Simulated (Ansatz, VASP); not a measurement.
## Two plane-wave programs on BaTiO3

INCAR

```
PREC     = Accurate       # precision mode
ENCUT    = 520            # plane-wave cutoff, eV
EDIFF    = 1E-7           # SCF threshold, eV
ISMEAR   = 0              # smearing method
SIGMA    = 0.01           # smearing width, eV
LREAL    = False          # projectors in reciprocal space
LASPH    = True           # aspherical terms in the spheres
NELM     = 60             # most SCF steps
ALGO     = Normal         # electronic algorithm
ISIF     = 2              # what is computed and relaxed
LWAVE    = False          # write WAVECAR
LCHARG   = False          # write CHGCAR
GGA      = PE             # functional
NBANDS   = 28             # bands
```

Contents of KPOINTS:

```
Automatic mesh
0
Gamma
  6 6 6
```

Contents of POSCAR:

```
BaTiO3
1.0
    3.8677504747      0.0000000000      0.0000000000
    0.0000000000      3.8677504747      0.0000000000
    0.0000000000      0.0000000000      3.8677504747
Ba Ti O
1 1 3
Direct
    0.5000000000      0.5000000000      0.5000000000
    0.0000000000      0.0000000000      0.0000000000
    0.5000000000      0.0000000000      0.0000000000
    0.0000000000      0.5000000000      0.0000000000
    0.0000000000      0.0000000000      0.5000000000
```

Input for Ansatz:

```yaml
crystal:
  lattice:
    - [3.867750474730153, 0.0, 0.0]
    - [0.0, 3.867750474730153, 0.0]
    - [0.0, 0.0, 3.867750474730153]
  atoms:
    - { symbol: Ba, position: [0.5, 0.5, 0.5] }
    - { symbol: Ti, position: [0.0, 0.0, 0.0] }
    - { symbol: O, position: [0.5, 0.0, 0.0] }
    - { symbol: O, position: [0.0, 0.5, 0.0] }
    - { symbol: O, position: [0.0, 0.0, 0.5] }
basis:
  ecutwfc: 517.016338673772
kpoints:
  mp_grid:
    grid: [6, 6, 6]
hamiltonian:
  xc: pbe
scf:
  occupations:
    method: fixed
output:
  stress: true
```

Alike in both runs: task single point; functional PBE; k mesh 6 × 6 × 6; no spin polarisation.

|  | VASP | Ansatz |
| --- | --- | --- |
| version | VASP 6.6.1 | Ansatz 0.2.0 |
| potentials or method | VASP PAW PBE potentials, release 64 (Ba_sv, Ti_sv, O), cutoff 520 eV | plane waves, PAW |
| occupations | gaussian, width 0.01 eV | fixed |
| valence electrons in the cell | 40 | 40 |

|  | VASP | Ansatz | Ansatz less VASP |
| --- | --- | --- | --- |
| pressure (GPa) | 27.0 | 24.3 | -2.62 |

Spin-orbit coupling is off throughout.
